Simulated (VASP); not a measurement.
# Be3CdSe4 (P-43m) in VASP: a series of runs

Be3CdSe4 is run at these levels: PBEsol, r2SCAN+rVV10; tasks: single point, relaxation of cell and atoms.

All numbers are computed with VASP 6.6.1; they aren't measurements. Logs are shortened: lines on timing, memory, paths and dates and some standing lists are left out, and cuts for length are marked.

## (1) The cell of the first run

The structure is cubic, space group P-43m (No. 215). The conventional cell has a = 5.338 Å, b = 5.338 Å, c = 5.338 Å, α = 90.00°, β = 90.00°, γ = 90.00°. Be (site symmetry -42m) has 4 Se at 2.39 Å and 2 Cd at 2.67 Å within 3.2 Å. Cd (site symmetry -43m) has 4 Se at 2.52 Å and 6 Be at 2.67 Å within 3.3 Å. Within 3.2 Å of Se (site symmetry 3m) lie 3 Be at 2.39 Å and 1 Cd at 2.52 Å.

## (2) Single point, PBEsol

Contents of INCAR:

```
SYSTEM = Be3CdSe4
PREC = Accurate ; ENCUT = 600
EDIFF = 1E-6 ; ISMEAR = -1
SIGMA = 0.03 ; LREAL = .False.
LASPH = .True. ; NELM = 120
ALGO = Normal ; ISIF = 2
LWAVE = .False. ; LCHARG = .False.
GGA = PS ; NBANDS = 31
GGA_COMPAT = .False.
```

Contents of KPOINTS:

```
regular mesh
0
Gamma
  4 4 4
  0 0 0
```

Contents of POSCAR:

```
Be3CdSe4
1.0
    5.3378950226      0.0000000000      0.0000000000
    0.0000000000      5.3378950226      0.0000000000
    0.0000000000      0.0000000000      5.3378950226
Be Cd Se
3 1 4
Direct
    0.0000000000      0.0000000000      0.5000000000
    0.0000000000      0.5000000000      0.0000000000
    0.5000000000      0.0000000000      0.0000000000
    0.0000000000      0.0000000000      0.0000000000
    0.2724086123      0.2724086123      0.2724086123
    0.2724086123      0.7275913877      0.7275913877
    0.7275913877      0.2724086123      0.7275913877
    0.7275913877      0.7275913877      0.2724086123
```

Potentials or basis: VASP PAW PBE potentials, release 64 (Be, Cd, Se).

Run with:

```console
> cat potpaw_PBE.64/Be/POTCAR potpaw_PBE.64/Cd/POTCAR potpaw_PBE.64/Se/POTCAR > POTCAR
> mpirun -np 1 vasp_std > vasp.out
```

OUTCAR:

```text
SYSTEM = Be3CdSe4
   PREC = Accurate
   ENCUT = 600
   EDIFF = 1E-6
   ISMEAR = -1
   LREAL = .False.
   LASPH = .True.
   NELM = 120
   ISIF = 2
   GGA = PS

 ion  position               nearest neighbor table
   1  0.000  0.000  0.500-   5 2.39   6 2.39   7 2.39   8 2.39   4 2.67   4 2.67
   2  0.000  0.500  0.000-   5 2.39   6 2.39   7 2.39   8 2.39   4 2.67   4 2.67
   3  0.500  0.000  0.000-   5 2.39   6 2.39   7 2.39   8 2.39   4 2.67   4 2.67
   4  0.000  0.000  0.000-   5 2.52   6 2.52   7 2.52   8 2.52   2 2.67   3 2.67   1 2.67   1 2.67
                             2 2.67   3 2.67
   5  0.272  0.272  0.272-   1 2.39   2 2.39   3 2.39   4 2.52
   6  0.272  0.728  0.728-   1 2.39   2 2.39   3 2.39   4 2.52
   7  0.728  0.272  0.728-   1 2.39   2 2.39   3 2.39   4 2.52
   8  0.728  0.728  0.272-   1 2.39   2 2.39   3 2.39   4 2.52

  LATTYP: Found a simple cubic cell.
 ALAT       =     5.3378950226

  Lattice vectors:

 A1 = (   5.3378950226,   0.0000000000,   0.0000000000)
 A2 = (   0.0000000000,   5.3378950226,   0.0000000000)
 A3 = (   0.0000000000,   0.0000000000,   5.3378950226)

Analysis of symmetry for initial positions (statically):
=====================================================================
 Subroutine PRICEL returns:
 Original cell was already a primitive cell.

 Routine SETGRP: Setting up the symmetry group for a
 simple cubic supercell.

 Subroutine GETGRP returns: Found 24 space group operations
 (whereof 24 operations were pure point group operations)
 out of a pool of 48 trial point group operations.

The static configuration has the point symmetry T_d .

Analysis of symmetry for dynamics (positions and initial velocities):
=====================================================================
 Subroutine PRICEL returns:
 Original cell was already a primitive cell.

 Routine SETGRP: Setting up the symmetry group for a
 simple cubic supercell.

 Subroutine GETGRP returns: Found 24 space group operations
 (whereof 24 operations were pure point group operations)
 out of a pool of 48 trial point group operations.

The dynamic configuration has the point symmetry T_d .

 Subroutine INISYM returns: Found 24 space group operations
 (whereof 24 operations are pure point group operations),
 and found     1 'primitive' translations

----------------------------------------------------------------------------------------

                                     Primitive cell

  volume of cell :     152.0933

  direct lattice vectors                    reciprocal lattice vectors
     5.337895023  0.000000000  0.000000000     0.187339765  0.000000000  0.000000000
     0.000000000  5.337895023  0.000000000     0.000000000  0.187339765  0.000000000
     0.000000000  0.000000000  5.337895023     0.000000000  0.000000000  0.187339765

  length of vectors
     5.337895023  5.337895023  5.337895023     0.187339765  0.187339765  0.187339765

  position of ions in fractional coordinates (direct lattice)
     0.000000000  0.000000000  0.500000000
     0.000000000  0.500000000  0.000000000
     0.500000000  0.000000000  0.000000000
     0.000000000  0.000000000  0.000000000
     0.272408612  0.272408612  0.272408612
     0.272408612  0.727591388  0.727591388
     0.727591388  0.272408612  0.727591388
     0.727591388  0.727591388  0.272408612

  ion indices of the primitive-cell ions
   primitive index   ion index
                 1           1
                 2           2
                 3           3
                 4           4
                 5           5
                 6           6
                 7           7
                 8           8

----------------------------------------------------------------------------------------

 KPOINTS: regular mesh

Automatic generation of k-mesh.
 Grid dimensions read from file:
 generate k-points for:    4    4    4

 Generating k-lattice:

  Cartesian coordinates                     Fractional coordinates (reciprocal lattice)
     0.046834941  0.000000000  0.000000000     0.250000000  0.000000000  0.000000000
     0.000000000  0.046834941  0.000000000     0.000000000  0.250000000  0.000000000
     0.000000000  0.000000000  0.046834941     0.000000000  0.000000000  0.250000000

  Length of vectors
     0.046834941  0.046834941  0.046834941

  Shift w.r.t. Gamma in fractional coordinates (k-lattice)
     0.000000000  0.000000000  0.000000000

 Subroutine IBZKPT returns following result:
 ===========================================

 Found     10 irreducible k-points:

 Following reciprocal coordinates:
            Coordinates               Weight
  0.000000  0.000000  0.000000      1.000000
  0.250000  0.000000  0.000000      6.000000
  0.500000  0.000000  0.000000      3.000000
  0.250000  0.250000  0.000000     12.000000
  0.500000  0.250000  0.000000     12.000000
  0.500000  0.500000  0.000000      3.000000
  0.250000  0.250000  0.250000      8.000000
  0.500000  0.250000  0.250000     12.000000
  0.500000  0.500000  0.250000      6.000000
  0.500000  0.500000  0.500000      1.000000
   k-points           NKPTS =     10   k-points in BZ     NKDIM =     10   number of bands    NBANDS=     31
   number of dos      NEDOS =    301   number of ions     NIONS =      8
   total plane-waves  NPLWV = 110592
   dimension x,y,z NGX =    48 NGY =   48 NGZ =   48
   dimension x,y,z NGXF=    96 NGYF=   96 NGZF=   96
   ions per type =               3   1   4
   NGX,Y,Z   is equivalent  to a cutoff of  14.95, 14.95, 14.95 a.u.
   NGXF,Y,Z  is equivalent  to a cutoff of  29.90, 29.90, 29.90 a.u.
 SYSTEM =  Be3CdSe4
   PREC   = accura    normal or accurate (medium, high low for compatibility)
   ISTART =      0    job   : 0-new  1-cont  2-samecut
   ICHARG =      2    charge: 1-file 2-atom 10-const
   ISPIN  =      1    spin polarized calculation?
   LNONCOLLINEAR =      F non collinear calculations
   LSORBIT =      F    spin-orbit coupling
   LASPH  =      T    aspherical Exc in radial PAW
   ENCUT  =  600.0 eV  44.10 Ry    6.64 a.u.  10.66 10.66 10.66*2*pi/ulx,y,z
   NELM   =    120;   NELMIN=  2; NELMDL= -5     # of ELM steps
   EDIFF  = 0.1E-05   stopping-criterion for ELM
   LREAL  =      F    real-space projection
   EDIFFG = 0.1E-04   stopping-criterion for IOM
   NSW    =      0    number of steps for IOM
   IBRION =     -1    ionic relax: 0-MD 1-quasi-New 2-CG
   NFREE  =      0    steps in history (QN), initial steepest desc. (CG)
   ISIF   =      2    stress and relaxation
   ISYM   =      2    0-nonsym 1-usesym 2-fastsym
   POTIM  = 0.5000    time-step for ionic-motion
   TEBEG  =    0.0;   TEEND  =   0.0 temperature during run
   PSTRESS=    0.0 pullay stress
   NELECT =      42.0000    total number of electrons
   NUPDOWN=      -1.0000    fix difference up-down
   EMIN   =  10.00;   EMAX   =-10.00  energy-range for DOS
   EFERMI =   0.00;   METHOD = LEGACY
   ISMEAR =    -1;   SIGMA  =   0.03  broadening in eV -4-tet -1-fermi 0-gaus
   EFERMI_NEDOS =   21; number of points for ismear=-14 and -15
   IALGO  =     38    algorithm
   IMIX   =      4    mixing-type and parameters
     AMIX     =   0.40;   BMIX     =  1.00
     AMIX_MAG =   1.60;   BMIX_MAG =  1.00
  volume/ion in A,a.u.               =      19.01       128.30
  Fermi-wavevector in a.u.,A,eV,Ry     =   1.066075  2.014590 15.463248  1.136517
  Thomas-Fermi vector in A             =   2.201648
   LORBIT       =      0    0 simple, 1 ext, 2 COOP (PROOUT), +10 PAW based schemes
   GGA     = PS    functional components
   LHFCALC =     F    Hartree Fock is set to
   AEXX    =    0.0000 exact exchange contribution
   IVDW    =     0    specifies the selected vdW correction
   LEPSILON=     F    determine dielectric tensor
   LRPA    =     F    only Hartree local field effects (RPA)
 non-spin polarized calculation
  energy-cutoff  :      600.00
  volume of cell :      152.09
 maximum number of plane-waves:      5112
 NGX is ok and might be reduce to    48
   NGX = 21   NGY = 21   NGZ = 21

 number of electron      42.0000007 magnetization

 Free energy of the ion-electron system (eV)
  ---------------------------------------------------
  ext. energy  EPLUGINS =         0.00000000
  ---------------------------------------------------
  free energy    TOTEN  =       -31.95706991 eV

  energy without entropy =      -31.95706991  energy(sigma->0) =      -31.95706991

 E-fermi :   3.5268     XC(G=0):  -9.6964

 val. band max:        2.8937734058   @ k =   0.0000   0.0000   0.0000
 cond. band min:       5.2882672601   @ k =   0.0000   0.0000   0.0000
 fundamental gap:      2.3944938543
 Fermi energy:         3.5267553545

 k-point     1 :       0.0000    0.0000    0.0000
  band No.  band energies     occupation
      1     -10.7376      2.00000
      2      -9.3084      2.00000
      3      -9.3084      2.00000
      4      -9.3084      2.00000
      5      -5.9051      2.00000
      6      -5.9051      2.00000
[... 23 lines left out ...]
     30       7.6021      0.00000
     31       7.6021      0.00000

 k-point     2 :       0.2500    0.0000    0.0000
  band No.  band energies     occupation
      1     -10.5616      2.00000
      2      -9.5588      2.00000
      3      -9.3060      2.00000
      4      -9.3060      2.00000
      5      -5.8966      2.00000
      6      -5.8733      2.00000
[... 23 lines left out ...]
     30       8.3197      0.00000
     31       8.3197      0.00000

 k-point     3 :       0.5000    0.0000    0.0000
  band No.  band energies     occupation
      1     -10.1048      2.00000
      2     -10.0881      2.00000
      3      -9.3037      2.00000
      4      -9.3037      2.00000
      5      -5.8881      2.00000
      6      -5.8282      2.00000
[... 227 lines left out ...]
     30       8.7811      0.00000
     31       8.8675      0.00000

 k-point    10 :       0.5000    0.5000    0.5000
  band No.  band energies     occupation
      1      -9.6673      2.00000
      2      -9.6673      2.00000
      3      -9.6673      2.00000
      4      -9.6650      2.00000
      5      -5.8037      2.00000
      6      -5.8037      2.00000
[... 23 lines left out ...]
     30       8.4799      0.00000
     31       8.4800      0.00000

------------------------ aborting loop because EDIFF is reached ----------------------------------------

  FORCE on cell =-STRESS in cart. coord.  units (eV):
  Direction    XX          YY          ZZ          XY          YZ          ZX
  --------------------------------------------------------------------------------------
  -------------------------------------------------------------------------------------
  Total        0.3602500      0.3602500      0.3602500     -0.0000000      0.0000000      0.0000000
  in kB        3.7949364      3.7949364      3.7949364     -0.0000000      0.0000000      0.0000000
  external PRESSURE =       3.7949364 kB  Pullay stress =       0.0000000 kB

 VOLUME and BASIS-vectors are now :
 -----------------------------------------------------------------------------
  energy-cutoff  :      600.00
  volume of cell :      152.09
      direct lattice vectors                 reciprocal lattice vectors
     5.337895023  0.000000000  0.000000000     0.187339765  0.000000000  0.000000000
     0.000000000  5.337895023  0.000000000     0.000000000  0.187339765  0.000000000
     0.000000000  0.000000000  5.337895023     0.000000000  0.000000000  0.187339765

 POSITION                                       TOTAL-FORCE (eV/Angst)
 -----------------------------------------------------------------------------------
      0.00000      0.00000      2.66895         0.000000      0.000000     -0.000000
      0.00000      2.66895      0.00000        -0.000000      0.000000     -0.000000
      2.66895      0.00000      0.00000         0.000000      0.000000     -0.000000
      0.00000      0.00000      0.00000        -0.000000      0.000000     -0.000000
      1.45409      1.45409      1.45409         0.046957      0.046957      0.046957
      1.45409      3.88381      3.88381         0.046957     -0.046957     -0.046957
      3.88381      1.45409      3.88381        -0.046957      0.046957     -0.046957
      3.88381      3.88381      1.45409        -0.046957     -0.046957      0.046957
 -----------------------------------------------------------------------------------
    total drift:                                0.000000      0.000000      0.000000

  FREE ENERGIE OF THE ION-ELECTRON SYSTEM (eV)
  ---------------------------------------------------
  free  energy   TOTEN  =       -31.9570699106 eV

  energy  without entropy=      -31.9570699105  energy(sigma->0) =      -31.95706991
```

It took 2.5 min on 1 thread of Intel Xeon 8259CL, shared host; peak memory 0.31 GiB.

Results:

```yaml
Free_energy: -31.9571 eV
Pressure: 0.4 GPa
Largest_force: 0.081 eV/Å
Band_gap_on_the_k_mesh: 2.39 eV
```

Forces on the atoms (eV/Å):
```
Be   0.000  0.000  0.000
Be   0.000  0.000  0.000
Be   0.000  0.000  0.000
Cd   0.000  0.000  0.000
Se   0.047  0.047  0.047
Se   0.047 -0.047 -0.047
Se  -0.047  0.047 -0.047
Se  -0.047 -0.047  0.047
```

Caveat: the PAW data sets were made with another functional, which shifts forces and pressure a little. A k mesh can miss the band edges.

## (3) Single point, r2SCAN+rVV10

This run uses another cell than the first one, of 19.50 Å³/atom.

Contents of POSCAR:

```
Be3CdSe4
1.0
    5.3836130946      0.0000000000      0.0000000000
    0.0000000000      5.3836130946      0.0000000000
    0.0000000000      0.0000000000      5.3836130946
Be Cd Se
3 1 4
Direct
    0.0000000000      0.0000000000      0.5000000000
    0.0000000000      0.5000000000      0.0000000000
    0.5000000000      0.0000000000      0.0000000000
    0.0000000000      0.0000000000      0.0000000000
    0.2700557813      0.2700557813      0.2700557813
    0.2700557813      0.7299442187      0.7299442187
    0.7299442187      0.2700557813      0.7299442187
    0.7299442187      0.7299442187      0.2700557813
```

Contents of INCAR.step1:

```
ALGO = Normal
EDIFF = 1E-5
ENCUT = 660
GGA = PE
GGA_COMPAT = F
ISMEAR = -1
LASPH = T
LCHARG = F
LREAL = F
LWAVE = T
NBANDS = 31
NELM = 120
PREC = Accurate
SIGMA = 0.03
```

Contents of INCAR.step2:

```
ALGO = Normal
BPARAM = 11.95
CPARAM = 0.0093
EDIFF = 1E-6
ENCUT = 660
GGA_COMPAT = F
ISIF = 2
ISMEAR = -1
ISTART = 1
IVDW_NL = 2
LASPH = T
LCHARG = F
LMIXTAU = T
LREAL = F
LUSE_VDW = T
LWAVE = F
METAGGA = R2SCAN
NBANDS = 31
NELM = 120
PREC = Accurate
SIGMA = 0.03
```

Contents of KPOINTS:

```
k-points
0
Gamma
  4 4 4
```

Potentials or basis: VASP PAW PBE potentials, release 64 (Be, Cd, Se).

Run with:

```console
> cat potpaw_PBE.64/Be/POTCAR potpaw_PBE.64/Cd/POTCAR potpaw_PBE.64/Se/POTCAR > POTCAR
> cp INCAR.step1 INCAR
> mpirun -np 1 vasp_std > vasp.out
> cp INCAR.step2 INCAR
> mpirun -np 1 vasp_std > vasp.out
```

It took 11 min on 1 thread of Intel Xeon 8259CL, shared host; peak memory 0.76 GiB.

Results (log left out):

* Free energy: -93.5141 eV
* Pressure: 0.4 GPa
* Largest force: 0.078 eV/Å
* Band gap on the k mesh: 3.04 eV

Forces on the atoms (eV/Å):
```
Be   0.000  0.000  0.000
Be   0.000  0.000  0.000
Be   0.000  0.000  0.000
Cd   0.000  0.000  0.000
Se   0.045  0.045  0.045
Se   0.045 -0.045 -0.045
Se  -0.045  0.045 -0.045
Se  -0.045 -0.045  0.045
```

Levels at points of the mesh, in eV from the valence-band top:
| k point | band 19 | band 20 | band 21 | band 22 | band 23 | band 24 |
| --- | --- | --- | --- | --- | --- | --- |
| (0.00, 0.00, 0.00) | 0.00 | 0.00 | 0.00 | 3.04 | 3.04 | 3.04 |
| (0.50, 0.00, 0.00) | -1.81 | -1.07 | -1.07 | 3.99 | 4.20 | 4.79 |
| (0.50, 0.50, 0.00) | -0.81 | -0.81 | -0.69 | 4.28 | 4.87 | 4.87 |
| (0.50, 0.50, 0.50) | -0.59 | -0.59 | -0.59 | 3.38 | 3.80 | 3.80 |

Caveat: the PAW data sets were made with another functional, which shifts forces and pressure a little.

(Continued in part 2 of 2.)
